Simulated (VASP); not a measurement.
# FeO (I4/mmm) in VASP: settings compared, part 3 of 3

VASP 6.6.1. Earlier steps stand in the parts before.

## (6) Single point, PBEsol-based screened hybrid with 25 % exact exchange, collinear spin, ferromagnetic start

This run uses another cell than the first one, of 10.14 Å³/atom.

Input file POSCAR:

```
FeO
1.0
   -1.5852031714      1.5852031714      2.0181430820
    1.5852031714     -1.5852031714      2.0181430820
    1.5852031714      1.5852031714     -2.0181430820
Fe O
1 1
Direct
    0.0000000000      0.0000000000      0.0000000000
    0.5000000000      0.5000000000      0.0000000000
```

Input file INCAR.step1:

```
SYSTEM = FeO
PREC = Accurate ; ENCUT = 520
EDIFF = 1E-5 ; ISMEAR = -1
SIGMA = 0.05 ; LREAL = .False.
LASPH = .True. ; NELM = 150
ALGO = Normal ; ISIF = 2
LWAVE = .True. ; ISPIN = 2
MAGMOM = 3 0 ; LORBIT = 11
LMAXMIX = 4 ; GGA = PE
NBANDS = 18 ; KPAR = 4
```

Input file INCAR.step2:

```
SYSTEM = FeO
PREC = Accurate ; ENCUT = 520
EDIFF = 1E-6 ; ISMEAR = -1
SIGMA = 0.05 ; LREAL = .False.
LASPH = .True. ; NELM = 150
ALGO = Normal ; ISIF = 2
LWAVE = .False. ; LCHARG = .True.
ISPIN = 2 ; MAGMOM = 3 0
LORBIT = 11 ; LMAXMIX = 4
GGA = PS ; LHFCALC = .True.
AEXX = 0.25 ; HFSCREEN = 0.207
PRECFOCK = Normal ; LVHAR = .True.
ISTART = 1 ; NBANDS = 18
KPAR = 4
```

Input file KPOINTS:

```
regular mesh
0
Gamma
  6 6 6
  0 0 0
```

Potentials or basis: VASP PAW PBE potentials, release 64 (Fe, O).

Run with:

```console
> cat potpaw_PBE.64/Fe/POTCAR potpaw_PBE.64/O/POTCAR > POTCAR
> cp INCAR.step1 INCAR
> mpirun -np 4 vasp_std > vasp.out
> cp INCAR.step2 INCAR
> mpirun -np 4 vasp_std > vasp.out
```

OUTCAR:

```text
SYSTEM = FeO
   PREC = Accurate
   ENCUT = 520
   EDIFF = 1E-6
   ISMEAR = -1
   LREAL = .False.
   LASPH = .True.
   NELM = 150
   ISIF = 2
   ISPIN = 2
   LORBIT = 11
   GGA = PS
   LHFCALC = .True.
   AEXX = 0.25
   HFSCREEN = 0.207
   PRECFOCK = Normal
   ISTART = 1

 ion  position               nearest neighbor table
   1  0.000  0.000  0.000-   2 2.02   2 2.02   2 2.24   2 2.24   2 2.24   2 2.24
   2  0.500  0.500  0.000-   1 2.02   1 2.02   1 2.24   1 2.24   1 2.24   1 2.24

  LATTYP: Found a body centered tetragonal cell.
 ALAT       =     3.1704063428
 C/A-ratio  =     1.2731131999

  Lattice vectors:

 A1 = (  -1.5852031714,   1.5852031714,   2.0181430820)
 A2 = (   1.5852031714,  -1.5852031714,   2.0181430820)
 A3 = (   1.5852031714,   1.5852031714,  -2.0181430820)

Analysis of symmetry for initial positions (statically):
=====================================================================
 Subroutine PRICEL returns:
 Original cell was already a primitive cell.

 Routine SETGRP: Setting up the symmetry group for a
 body centered tetragonal supercell.

 Subroutine GETGRP returns: Found 16 space group operations
 (whereof 16 operations were pure point group operations)
 out of a pool of 16 trial point group operations.

The static configuration has the point symmetry D_4h.

Analysis of symmetry for dynamics (positions and initial velocities):
=====================================================================
 Subroutine PRICEL returns:
 Original cell was already a primitive cell.

 Routine SETGRP: Setting up the symmetry group for a
 body centered tetragonal supercell.

 Subroutine GETGRP returns: Found 16 space group operations
 (whereof 16 operations were pure point group operations)
 out of a pool of 16 trial point group operations.

The dynamic configuration has the point symmetry D_4h.

Analysis of structural, dynamic, and magnetic symmetry:
=====================================================================
 Subroutine PRICEL returns:
 Original cell was already a primitive cell.
[... 159 lines left out ...]
  ---------------------------------------------------
  free energy    TOTEN  =       -22.11292274 eV

  energy without entropy =      -22.11291660  energy(sigma->0) =      -22.11291967

 E-fermi :   5.3502     XC(G=0):  -9.9965

 val. band max:        4.8730958560   @ k =  -0.3333   0.3333   0.0000
 cond. band min:       5.7159235336   @ k =   0.5000   0.5000   0.0000
 fundamental gap:      0.8428276775
 Fermi energy:         5.3501769586

 spin component 1

 k-point     1 :       0.0000    0.0000    0.0000
  band No.  band energies     occupation
      1     -17.3452      1.00000
      2      -0.6105      1.00000
      3      -0.6105      1.00000
      4      -0.3290      1.00000
      5       0.2830      1.00000
      6       0.7241      1.00000
[... 493 lines left out ...]
     17      34.3452      0.00000
     18      35.4492      0.00000

 [... further k-points ...]

 spin component 2

 k-point     1 :       0.0000    0.0000    0.0000
  band No.  band energies     occupation
      1     -16.7110      1.00000
      2       1.4329      1.00000
      3       1.9983      1.00000
      4       1.9983      1.00000
      5       3.8395      1.00000
      6       6.5807      0.00000
[... 493 lines left out ...]
     17      35.1018      0.00000
     18      36.3871      0.00000

 [... further k-points ...]

------------------------ aborting loop because EDIFF is reached ----------------------------------------

  FORCE on cell =-STRESS in cart. coord.  units (eV):
  Direction    XX          YY          ZZ          XY          YZ          ZX
  --------------------------------------------------------------------------------------
  -------------------------------------------------------------------------------------
  Total        0.0627455      0.0627455      0.1952100      0.0000000      0.0000000      0.0000000
  in kB        4.9557751      4.9557751     15.4180978      0.0000000      0.0000000      0.0000000
  external PRESSURE =       8.4432160 kB  Pullay stress =       0.0000000 kB

 VOLUME and BASIS-vectors are now :
 -----------------------------------------------------------------------------
  energy-cutoff  :      520.00
  volume of cell :       20.29
      direct lattice vectors                 reciprocal lattice vectors
    -1.585203171  1.585203171  2.018143082     0.000000000  0.315416982  0.247752503
     1.585203171 -1.585203171  2.018143082     0.315416982  0.000000000  0.247752503
     1.585203171  1.585203171 -2.018143082     0.315416982  0.315416982  0.000000000

 POSITION                                       TOTAL-FORCE (eV/Angst)
 -----------------------------------------------------------------------------------
      0.00000      0.00000      0.00000         0.000000     -0.000000     -0.000000
      0.00000      0.00000      2.01814        -0.000000      0.000000      0.000000
 -----------------------------------------------------------------------------------
    total drift:                               -0.000007      0.000004     -0.000004

  FREE ENERGIE OF THE ION-ELECTRON SYSTEM (eV)
  ---------------------------------------------------
  free  energy   TOTEN  =       -22.1129227424 eV

  energy  without entropy=      -22.1129165967  energy(sigma->0) =      -22.11291967

 total charge

# of ion       s       p       d       tot
------------------------------------------
    1        0.294   0.378   6.088   6.760
    2        1.551   3.495   0.000   5.046
--------------------------------------------------
tot          1.845   3.873   6.088  11.806

 magnetization (x)

# of ion       s       p       d       tot
------------------------------------------
    1        0.027   0.016   3.620   3.663
    2        0.026   0.202   0.000   0.228
--------------------------------------------------
tot          0.053   0.219   3.620   3.891
```

OUTCAR.step1:

```text
SYSTEM = FeO
   PREC = Accurate
   ENCUT = 520
   EDIFF = 1E-5
   ISMEAR = -1
   LREAL = .False.
   LASPH = .True.
   NELM = 150
   ISIF = 2
   ISPIN = 2
   LORBIT = 11
   GGA = PE
[... 1257 lines left out ...]

 total charge

# of ion       s       p       d       tot
------------------------------------------
    1        0.296   0.366   6.096   6.758
    2        1.558   3.438   0.000   4.996
--------------------------------------------------
tot          1.854   3.804   6.096  11.754

 magnetization (x)

# of ion       s       p       d       tot
------------------------------------------
    1        0.033   0.020   3.531   3.584
    2        0.029   0.272   0.000   0.301
--------------------------------------------------
tot          0.061   0.293   3.531   3.885
```

OSZICAR.step1:

```text
N       E                     dE             d eps       ncg     rms          rms(c)
DAV:   1     0.696860165343E+02    0.69686E+02   -0.66850E+03  2336   0.885E+02
DAV:   2    -0.129239841271E+02   -0.82610E+02   -0.70531E+02  2202   0.205E+02
DAV:   3    -0.173543800405E+02   -0.44304E+01   -0.42873E+01  2576   0.511E+01
DAV:   4    -0.173867798289E+02   -0.32400E-01   -0.32382E-01  2636   0.419E+00
DAV:   5    -0.173870099246E+02   -0.23010E-03   -0.23008E-03  2496   0.366E-01    0.175E+01
DAV:   6    -0.157283426794E+02    0.16587E+01   -0.17215E+01  2794   0.573E+01    0.204E+01
DAV:   7    -0.149106994632E+02    0.81764E+00   -0.39200E+00  2770   0.360E+01    0.957E+00
DAV:   8    -0.148980564614E+02    0.12643E-01   -0.18671E-01  2624   0.447E+00    0.549E+00
DAV:   9    -0.148789297020E+02    0.19127E-01   -0.10600E-01  3320   0.497E+00    0.155E+00
DAV:  10    -0.148766316249E+02    0.22981E-02   -0.32420E-02  2918   0.348E+00    0.304E-01
DAV:  11    -0.148773066857E+02   -0.67506E-03   -0.35902E-03  2626   0.554E-01    0.105E-01
DAV:  12    -0.148772528313E+02    0.53854E-04   -0.92764E-05  2988   0.112E-01    0.611E-02
DAV:  13    -0.148772828596E+02   -0.30028E-04   -0.95283E-05  2536   0.100E-01    0.590E-02
DAV:  14    -0.148772618252E+02    0.21034E-04   -0.11424E-05  1338   0.583E-02    0.212E-02
DAV:  15    -0.148772605758E+02    0.12495E-05   -0.32912E-06  1218   0.335E-02
   1 F= -.14877261E+02 E0= -.14869323E+02  d E =-.158746E-01  mag=     3.9726
```

Wall time 34 min (4 MPI ranks of Oxide Virtual Turin-like, shared host); peak memory 0.23 GiB.

What came out:

- Free energy: -22.1129 eV
- Pressure: 0.8 GPa
- Band gap on the k mesh: 0.84 eV (least direct gap 0.87 eV)
- Net moment: 4.00 μB per cell
- Site moments: Fe +3.66; O +0.23 μB
- Valence electrons inside the program's atomic spheres: Fe 6.76; O 5.05

Stress tensor (GPa, compression positive):
```
0.50 0.00 0.00
0.00 0.50 0.00
0.00 0.00 1.54
```

Levels at points of the mesh, in eV from the valence-band top:
Spin up:
| k point | band 7 | band 8 | band 9 | band 10 | band 11 | band 12 |
| --- | --- | --- | --- | --- | --- | --- |
| (0.00, 0.00, 0.00) | -3.70 | -3.70 | -3.50 | 1.72 | 17.10 | 18.58 |
| (0.50, 0.00, 0.00) | -2.79 | -0.94 | -0.49 | 5.48 | 10.64 | 13.14 |
| (0.50, 0.50, 0.00) | -4.28 | -3.74 | -2.73 | 7.06 | 10.26 | 12.51 |
| (0.50, 0.50, 0.50) | -4.35 | -4.12 | -4.00 | 7.28 | 11.47 | 11.71 |
Spin down:
| k point | band 2 | band 3 | band 4 | band 5 | band 6 | band 7 | band 8 | band 9 |
| --- | --- | --- | --- | --- | --- | --- | --- | --- |
| (0.00, 0.00, 0.00) | -3.44 | -2.87 | -2.87 | -1.03 | 1.71 | 2.47 | 2.47 | 3.85 |
| (0.50, 0.00, 0.00) | -8.18 | -5.18 | -4.68 | -0.20 | 4.28 | 4.34 | 6.07 | 6.15 |
| (0.50, 0.50, 0.00) | -7.07 | -4.69 | -3.79 | -0.03 | 0.84 | 3.73 | 4.70 | 4.92 |
| (0.50, 0.50, 0.50) | -6.88 | -4.59 | -4.59 | -2.72 | 4.19 | 4.57 | 4.58 | 4.93 |

Caveat: the k points lie up to 0.42 Å⁻¹ apart; the PAW data sets were made with another functional, which shifts forces and pressure a little; a cell with one magnetic atom can't hold antiferromagnetic order, which such compounds often take. A k mesh can miss the band edges.

## (7) The runs side by side

```tsv
task	level	cell	k mesh	cutoff (eV)	grid for exact exchange (PRECFOCK)	share of exact exchange	screening parameter	gap on the mesh (eV)	pressure (GPa)	moment (μB)
single point	PBE	a = 3.078 Å, angles 117.3, 117.3, 94.8°, 2 atoms	12 × 12 × 12	520	-	-	-	none	-8.7	4.00
single point	PBEsol-based screened hybrid with 25 % exact exchange	a = 3.078 Å, angles 117.3, 117.3, 94.8°, 2 atoms	6 × 6 × 6	520	Normal	0.25	0.207 1/Å	1.09	-9.6	4.00
relaxation of cell and atoms	PBEsol	relaxed to 5 GPa from a = 3.078 Å, angles 117.3, 117.3, 94.8°, 2 atoms	12 × 12 × 12	600	-	-	-	none	5.1	3.99
relaxation of cell and atoms	PBEsol	relaxed to 10 GPa from a = 3.078 Å, angles 117.3, 117.3, 94.8°, 2 atoms	12 × 12 × 12	600	-	-	-	none	10.1	3.97
single point	PBEsol-based screened hybrid with 25 % exact exchange	a = 3.016 Å, angles 116.6, 116.6, 96.0°, 2 atoms	6 × 6 × 6	520	Normal	0.25	0.207 1/Å	0.84	0.8	4.00
```

Alike in all rows: potentials or basis VASP PAW PBE potentials, release 64 (Fe, O); spin collinear, ferromagnetic start; smearing fermi-dirac 0.05 eV.

Caveats: some runs use coarse meshes; a cell with one magnetic atom can't hold antiferromagnetic order, which such compounds often take; the PAW data sets were made with another functional, which shifts forces and pressure a little (at least some runs); semilocal functionals often make such compounds metallic where correlation or magnetic order opens a gap, which also shifts bond lengths (at least some runs); the cell is relaxed towards a set pressure, so the run minimises the enthalpy, not the energy (at least some runs); the stress differs along the axes, from -10 to -5 GPa (at least some runs); the stress differs along the axes, from -14 to -7 GPa (at least some runs).

Total energies depend on the potentials used, so only differences within one code and one set of settings carry meaning.
